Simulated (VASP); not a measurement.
# GaP (I-4m2) in VASP: a series of runs

The runs below take GaP through single point, with PBE.

Everything below comes from runs of VASP 6.6.1. Logs are shortened: lines on timing, memory, paths and dates and some standing lists are left out, and cuts for length are marked.

**1. The cell of the first run**

The structure is tetragonal, space group I-4m2 (No. 119). The conventional cell has a = 4.008 Å, b = 4.008 Å, c = 5.262 Å, α = 90.00°, β = 90.00°, γ = 90.00°. Ga (site symmetry -4m2) has 4 P at 2.40 Å within 3.2 Å. Within 3.2 Å of P (site symmetry -4m2) lie 4 Ga at 2.40 Å.

**2. Single point, PBE (epitaxial xy strain +4.0%)**

File INCAR:

```
SYSTEM = GaP
PREC = Accurate
ENCUT = 500
EDIFF = 1E-6
ISMEAR = 0
SIGMA = 0.01
LREAL = .False.
LASPH = .True.
NELM = 120
ALGO = Normal
ISIF = 2
LWAVE = .False.
LCHARG = .True.
GGA = PE
LELF = .True.
LVHAR = .True.
NBANDS = 16
GGA_COMPAT = .False.
```

File KPOINTS:

```
regular mesh
0
Gamma
  4 4 4
  0 0 0
```

File POSCAR:

```
GaP
1.0
    0.0000000000      2.8344152602      2.6309264458
    2.8344152602      0.0000000000      2.6309264458
    2.8344152602      2.8344152602      0.0000000000
Ga P
1 1
Direct
    0.0000000000      0.0000000000      0.0000000000
    0.2500000000      0.2500000000      0.2500000000
```

Potentials or basis: VASP PAW PBE potentials, release 64 (Ga_d, P).

Started as:

```sh
$ cat potpaw_PBE.64/Ga_d/POTCAR potpaw_PBE.64/P/POTCAR > POTCAR
$ mpirun -np 1 vasp_std > vasp.out
```

OUTCAR:

```text
SYSTEM = GaP
   PREC = Accurate
   ENCUT = 500
   EDIFF = 1E-6
   ISMEAR = 0
   LREAL = .False.
   LASPH = .True.
   NELM = 120
   ISIF = 2
   GGA = PE

 ion  position               nearest neighbor table
   1  0.000  0.000  0.000-   2 2.40   2 2.40   2 2.40   2 2.40
   2  0.250  0.250  0.250-   1 2.40   1 2.40   1 2.40   1 2.40

  LATTYP: Found a body centered tetragonal cell.
 ALAT       =     4.0084685024
 C/A-ratio  =     1.3126841058

  Lattice vectors:

 A1 = (   0.0000000000,  -2.8344152602,  -2.6309264458)
 A2 = (   0.0000000000,   2.8344152602,  -2.6309264458)
 A3 = (   2.8344152602,   0.0000000000,   2.6309264458)

Analysis of symmetry for initial positions (statically):
=====================================================================
 Subroutine PRICEL returns:
 Original cell was already a primitive cell.

 Routine SETGRP: Setting up the symmetry group for a
 body centered tetragonal supercell.

 Subroutine GETGRP returns: Found  8 space group operations
 (whereof  8 operations were pure point group operations)
 out of a pool of 16 trial point group operations.

The static configuration has the point symmetry D_2d.

Analysis of symmetry for dynamics (positions and initial velocities):
=====================================================================
 Subroutine PRICEL returns:
 Original cell was already a primitive cell.

 Routine SETGRP: Setting up the symmetry group for a
 body centered tetragonal supercell.

 Subroutine GETGRP returns: Found  8 space group operations
 (whereof  8 operations were pure point group operations)
 out of a pool of 16 trial point group operations.

The dynamic configuration has the point symmetry D_2d.

 Subroutine INISYM returns: Found  8 space group operations
 (whereof  8 operations are pure point group operations),
 and found     1 'primitive' translations

----------------------------------------------------------------------------------------

                                     Primitive cell

  volume of cell :      42.2733

  direct lattice vectors                    reciprocal lattice vectors
     0.000000000  2.834415260  2.630926446    -0.176403228  0.176403228  0.190047122
     2.834415260  0.000000000  2.630926446     0.176403228 -0.176403228  0.190047122
     2.834415260  2.834415260  0.000000000     0.176403228  0.176403228 -0.190047122

  length of vectors
     3.867257921  3.867257921  4.008468502     0.313614582  0.313614582  0.313614582

  position of ions in fractional coordinates (direct lattice)
     0.000000000  0.000000000  0.000000000
     0.250000000  0.250000000  0.250000000

  ion indices of the primitive-cell ions
   primitive index   ion index
                 1           1
                 2           2

----------------------------------------------------------------------------------------

 KPOINTS: regular mesh

Automatic generation of k-mesh.
 Grid dimensions read from file:
 generate k-points for:    4    4    4

 Generating k-lattice:

  Cartesian coordinates                     Fractional coordinates (reciprocal lattice)
    -0.044100807  0.044100807  0.047511781     0.250000000 -0.000000000  0.000000000
     0.044100807 -0.044100807  0.047511781    -0.000000000  0.250000000  0.000000000
     0.044100807  0.044100807 -0.047511781     0.000000000  0.000000000  0.250000000

  Length of vectors
     0.078403646  0.078403646  0.078403646

  Shift w.r.t. Gamma in fractional coordinates (k-lattice)
     0.000000000  0.000000000  0.000000000

 Subroutine IBZKPT returns following result:
 ===========================================

 Found     13 irreducible k-points:

 Following reciprocal coordinates:
            Coordinates               Weight
  0.000000  0.000000  0.000000      1.000000
  0.250000 -0.000000  0.000000      8.000000
  0.500000 -0.000000  0.000000      4.000000
  0.250000  0.250000  0.000000      2.000000
  0.500000  0.250000  0.000000      8.000000
 -0.250000  0.250000  0.000000      4.000000
  0.500000  0.500000  0.000000      1.000000
  0.250000  0.000000  0.250000      4.000000
  0.500000  0.000000  0.250000     16.000000
 -0.250000  0.000000  0.250000      8.000000
 -0.250000  0.500000  0.250000      4.000000
  0.500000  0.000000  0.500000      2.000000
 -0.250000  0.250000  0.500000      2.000000
   k-points           NKPTS =     13   k-points in BZ     NKDIM =     13   number of bands    NBANDS=     16
   number of dos      NEDOS =    301   number of ions     NIONS =      2
   total plane-waves  NPLWV =  23520
   dimension x,y,z NGX =    28 NGY =   28 NGZ =   30
   dimension x,y,z NGXF=    56 NGYF=   56 NGZF=   60
   ions per type =               1   1
   NGX,Y,Z   is equivalent  to a cutoff of  12.04, 12.04, 12.44 a.u.
   NGXF,Y,Z  is equivalent  to a cutoff of  24.07, 24.07, 24.88 a.u.
 SYSTEM =  GaP
   PREC   = accura    normal or accurate (medium, high low for compatibility)
   ISTART =      0    job   : 0-new  1-cont  2-samecut
   ICHARG =      2    charge: 1-file 2-atom 10-const
   ISPIN  =      1    spin polarized calculation?
   LNONCOLLINEAR =      F non collinear calculations
   LSORBIT =      F    spin-orbit coupling
   LASPH  =      T    aspherical Exc in radial PAW
   ENCUT  =  500.0 eV  36.75 Ry    6.06 a.u.   7.05  7.05  7.31*2*pi/ulx,y,z
   NELM   =    120;   NELMIN=  2; NELMDL= -5     # of ELM steps
   EDIFF  = 0.1E-05   stopping-criterion for ELM
   LREAL  =      F    real-space projection
   EDIFFG = 0.1E-04   stopping-criterion for IOM
   NSW    =      0    number of steps for IOM
   IBRION =     -1    ionic relax: 0-MD 1-quasi-New 2-CG
   NFREE  =      0    steps in history (QN), initial steepest desc. (CG)
   ISIF   =      2    stress and relaxation
   ISYM   =      2    0-nonsym 1-usesym 2-fastsym
   POTIM  = 0.5000    time-step for ionic-motion
   TEBEG  =    0.0;   TEEND  =   0.0 temperature during run
   PSTRESS=    0.0 pullay stress
   NELECT =      18.0000    total number of electrons
   NUPDOWN=      -1.0000    fix difference up-down
   EMIN   =  10.00;   EMAX   =-10.00  energy-range for DOS
   EFERMI =   0.00;   METHOD = LEGACY
   ISMEAR =     0;   SIGMA  =   0.01  broadening in eV -4-tet -1-fermi 0-gaus
   EFERMI_NEDOS =   21; number of points for ismear=-14 and -15
   IALGO  =     38    algorithm
   IMIX   =      4    mixing-type and parameters
     AMIX     =   0.40;   BMIX     =  1.00
     AMIX_MAG =   1.60;   BMIX_MAG =  1.00
  volume/ion in A,a.u.               =      21.14       142.64
  Fermi-wavevector in a.u.,A,eV,Ry     =   1.231621  2.327426 20.638548  1.516890
  Thomas-Fermi vector in A             =   2.366423
   LORBIT       =      0    0 simple, 1 ext, 2 COOP (PROOUT), +10 PAW based schemes
   GGA     = PE    functional components
   LHFCALC =     F    Hartree Fock is set to
   AEXX    =    0.0000 exact exchange contribution
   IVDW    =     0    specifies the selected vdW correction
   LEPSILON=     F    determine dielectric tensor
   LRPA    =     F    only Hartree local field effects (RPA)
 non-spin polarized calculation
 Gauss-broadening in eV      SIGMA  =   0.01
  energy-cutoff  :      500.00
  volume of cell :       42.27
 maximum number of plane-waves:      1086
   NGX = 15   NGY = 15   NGZ = 15

 number of electron      18.0000009 magnetization

 Free energy of the ion-electron system (eV)
  ---------------------------------------------------
  ext. energy  EPLUGINS =         0.00000000
  ---------------------------------------------------
  free energy    TOTEN  =        -8.95521151 eV

  energy without entropy =       -8.95521151  energy(sigma->0) =       -8.95521151

 E-fermi :   4.6355     XC(G=0):  -9.6217

 val. band max:        4.5070178892   @ k =   0.0000   0.0000   0.0000
 cond. band min:       5.6505382541   @ k =   0.5000   0.5000   0.0000
 fundamental gap:      1.1435203649
 Fermi energy:         4.6355312957

 k-point     1 :       0.0000    0.0000    0.0000
  band No.  band energies     occupation
      1     -10.2799      2.00000
      2     -10.2799      2.00000
      3     -10.2578      2.00000
      4     -10.1970      2.00000
      5     -10.1810      2.00000
      6      -7.9044      2.00000
[... 8 lines left out ...]
     15      13.3366      0.00000
     16      14.4922      0.00000

 k-point     2 :       0.2500   -0.0000    0.0000
  band No.  band energies     occupation
      1     -10.3079      2.00000
      2     -10.2670      2.00000
      3     -10.2527      2.00000
      4     -10.1974      2.00000
      5     -10.1775      2.00000
      6      -7.1715      2.00000
[... 8 lines left out ...]
     15      13.1720      0.00000
     16      14.3569      0.00000

 k-point     3 :       0.5000   -0.0000    0.0000
  band No.  band energies     occupation
      1     -10.3384      2.00000
      2     -10.2582      2.00000
      3     -10.2456      2.00000
      4     -10.1938      2.00000
      5     -10.1697      2.00000
      6      -5.9693      2.00000
[... 8 lines left out ...]
     15      15.3860      0.00000
     16      16.1458      0.00000

 k-point     4 :       0.2500    0.2500    0.0000
  band No.  band energies     occupation
      1     -10.3196      2.00000
      2     -10.2514      2.00000
      3     -10.2514      2.00000
      4     -10.2133      2.00000
      5     -10.1689      2.00000
      6      -6.8406      2.00000
[... 8 lines left out ...]
     15      14.4086      0.00000
     16      17.0024      0.00000
[... 115 lines left out ...]
 k-point    11 :      -0.2500    0.5000    0.2500
  band No.  band energies     occupation
      1     -10.3528      2.00000
      2     -10.2404      2.00000
      3     -10.2242      2.00000
      4     -10.2100      2.00000
      5     -10.1709      2.00000
      6      -5.0159      2.00000
[... 8 lines left out ...]
     15      16.2557      0.00000
     16      17.9550      0.00000

 k-point    12 :       0.5000    0.0000    0.5000
  band No.  band energies     occupation
      1     -10.3717      2.00000
      2     -10.2163      2.00000
      3     -10.2155      2.00000
      4     -10.2134      2.00000
      5     -10.1732      2.00000
      6      -5.2254      2.00000
[... 8 lines left out ...]
     15      16.2261      0.00000
     16      17.2455      0.00000

 k-point    13 :      -0.2500    0.2500    0.5000
  band No.  band energies     occupation
      1     -10.3548      2.00000
      2     -10.2410      2.00000
      3     -10.2191      2.00000
      4     -10.1928      2.00000
      5     -10.1877      2.00000
      6      -5.1197      2.00000
[... 8 lines left out ...]
     15      15.1836      0.00000
     16      16.8639      0.00000

------------------------ aborting loop because EDIFF is reached ----------------------------------------

  FORCE on cell =-STRESS in cart. coord.  units (eV):
  Direction    XX          YY          ZZ          XY          YZ          ZX
  --------------------------------------------------------------------------------------
  -------------------------------------------------------------------------------------
  Total       -0.6345018     -0.6345018      0.6234969      0.0000000      0.0000000      0.0000000
  in kB      -24.0479364    -24.0479364     23.6308416      0.0000000      0.0000000      0.0000000
  external PRESSURE =      -8.1550104 kB  Pullay stress =       0.0000000 kB

 VOLUME and BASIS-vectors are now :
 -----------------------------------------------------------------------------
  energy-cutoff  :      500.00
  volume of cell :       42.27
      direct lattice vectors                 reciprocal lattice vectors
     0.000000000  2.834415260  2.630926446    -0.176403228  0.176403228  0.190047122
     2.834415260  0.000000000  2.630926446     0.176403228 -0.176403228  0.190047122
     2.834415260  2.834415260  0.000000000     0.176403228  0.176403228 -0.190047122

 POSITION                                       TOTAL-FORCE (eV/Angst)
 -----------------------------------------------------------------------------------
      0.00000      0.00000      0.00000        -0.000000     -0.000000      0.000000
      1.41721      1.41721      1.31546         0.000000      0.000000      0.000000
 -----------------------------------------------------------------------------------
    total drift:                                0.000001      0.000001     -0.000001

  FREE ENERGIE OF THE ION-ELECTRON SYSTEM (eV)
  ---------------------------------------------------
  free  energy   TOTEN  =        -8.9552115122 eV

  energy  without entropy=       -8.9552115122  energy(sigma->0) =       -8.95521151
```

Wall time 4.8 s (1 thread of Intel Xeon 6975P-C (Granite Rapids), shared host); peak memory 0.15 GiB.

Results:

| Property | Result |
| --- | --- |
| Free energy | -8.9552 eV |
| Pressure | -0.8 GPa |
| Band gap on the k mesh | 1.14 eV, indirect (least direct gap 1.18 eV) |

Stress tensor (GPa, compression positive):
```
-2.40  0.00  0.00
 0.00 -2.40  0.00
 0.00  0.00  2.36
```

Caveat: the k points lie up to 0.49 Å⁻¹ apart; the cell differs from its parent crystal (epitaxial xy strain +4.0%).

**3. Single point, PBE (epitaxial xy strain +4.0%)**

File INCAR:

```
PREC = Accurate
ENCUT = 500
EDIFF = 1E-6
ISMEAR = -1
SIGMA = 0.02
LREAL = False
LASPH = True
NELM = 120
ALGO = Normal
ISIF = 2
LWAVE = False
LCHARG = False
GGA = PE
NBANDS = 16
GGA_COMPAT = False
```

File KPOINTS:

```
Automatic mesh
0
Gamma
  8 8 8
```

POSCAR is that of step 2.

Potentials or basis: VASP PAW PBE potentials, release 64 (Ga_d, P).

Started as:

```sh
$ cat potpaw_PBE.64/Ga_d/POTCAR potpaw_PBE.64/P/POTCAR > POTCAR
$ mpirun -np 1 vasp_std > vasp.out
```

Wall time 14 s (1 thread of Intel Xeon 6975P-C (Granite Rapids), shared host); peak memory 0.18 GiB.

Results (log left out):

| Quantity | Value |
| --- | --- |
| Free energy | -9.0913 eV |
| Pressure | -1.1 GPa |
| Band gap on the k mesh | 1.03 eV, indirect (least direct gap 1.19 eV) |

Stress tensor (GPa, compression positive):
```
-2.71  0.00  0.00
 0.00 -2.71  0.00
 0.00  0.00  2.02
```

Levels at points of the mesh, in eV from the valence-band top:
```tsv
k point	band 5	band 6	band 7	band 8	band 9	band 10	band 11	band 12	band 13	band 14
(0.00, 0.00, 0.00)	-14.63	-12.40	-0.36	-0.36	0.00	1.19	3.59	3.75	3.75	8.37
(0.50, 0.00, 0.00)	-14.62	-10.47	-6.62	-1.56	-1.02	1.21	4.24	4.87	8.01	10.20
(0.50, 0.50, 0.00)	-14.61	-9.44	-6.47	-3.08	-3.08	1.17	1.21	10.00	10.00	10.95
(0.50, 0.00, 0.50)	-14.63	-9.73	-6.93	-2.61	-2.56	1.68	1.86	9.73	9.78	10.24
```

Caveat: the cell differs from its parent crystal (epitaxial xy strain +4.0%).
